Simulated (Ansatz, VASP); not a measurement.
Two plane-wave programs on C

INCAR

```
SYSTEM = C
PREC = Accurate
ENCUT = 520
EDIFF = 1E-7
ISMEAR = 0
SIGMA = 0.15
LREAL = .FALSE.
LASPH = .TRUE.
NELM = 60
ALGO = Normal
ISIF = 2
LWAVE = .FALSE.
LCHARG = .FALSE.
GGA = PS
NBANDS = 26
```

File KPOINTS:

```
Automatic mesh
0
G
  18 18 3
  0 0 0
```

Contents of POSCAR:

```
C
1.0
   -2.4587330167      0.0000000000      0.0000000000
   -1.2293665084     -2.1293252536      0.0000000000
   -0.6146832542     -0.3548875423     14.4916134525
C
8
Direct
   -0.1458250000     -0.1458250000      0.8749500000
   -0.0624916667     -0.0624916667      0.3749500000
   -0.0208250000      0.9791750000      0.1249500000
   -0.1041583333      0.8958416667      0.6249500000
    0.1875083333      0.1875083333      0.8749500000
    0.2708416667      0.2708416667      0.3749500000
    0.6458416667      0.6458416667      0.1249500000
    0.5625083333      0.5625083333      0.6249500000
```

Input for Ansatz:

```yaml
crystal:
  lattice:
    - [-2.4587330167, 0.0, 0.0]
    - [-1.2293665084, -2.1293252536, 0.0]
    - [-0.6146832542, -0.3548875423, 14.4916134525]
  atoms:
    - { symbol: C, position: [-0.145825, -0.145825, 0.87495] }
    - { symbol: C, position: [-0.0624916667, -0.0624916667, 0.37495] }
    - { symbol: C, position: [-0.020825, 0.979175, 0.12495] }
    - { symbol: C, position: [-0.1041583333, 0.8958416667, 0.62495] }
    - { symbol: C, position: [0.1875083333, 0.1875083333, 0.87495] }
    - { symbol: C, position: [0.2708416667, 0.2708416667, 0.37495] }
    - { symbol: C, position: [0.6458416667, 0.6458416667, 0.12495] }
    - { symbol: C, position: [0.5625083333, 0.5625083333, 0.62495] }
basis:
  ecutwfc: 520.0
kpoints:
  mp_grid: { grid: [18, 18, 3] }
hamiltonian:
  xc: pbesol
  pseudopotentials: { kind: paw, azcp: { folder: soft_1 } }
scf:
  occupations: { method: gaussian, width: 0.15 }
output:
  forces: true
  stress: true
  eigenvalues: true
```

Alike in both runs: task single point; functional PBEsol; k mesh 18 × 18 × 3; occupations gaussian, width 0.15 eV; no spin polarisation.

|  | VASP | Ansatz |
| --- | --- | --- |
| version | VASP 6.6.1 | Ansatz 0.2.0 |
| potentials or method | VASP PAW PBE potentials, release 64 (C), cutoff 520 eV | scalar-relativistic, plane waves, PAW |
| valence electrons in the cell | 32 | 32 |

```tsv
	VASP	Ansatz	Ansatz less VASP
gap on the k mesh at the Fermi level (eV)	none	none	-
pressure (GPa)	0.7	0.0	-0.68
traceless stress, the component that is largest in VASP (GPa)	-0.64	0.11	+0.750
rms of the force components (eV/Å)	0.004	0.004	0.0000
```

VASP's potentials were made for PBE, not for PBEsol, and Ansatz warns of the same on its side. Atom by atom the forces differ by 0.000 eV/Å (rms over components). A gap of «none» marks a metal or a gap that the smearing closes.
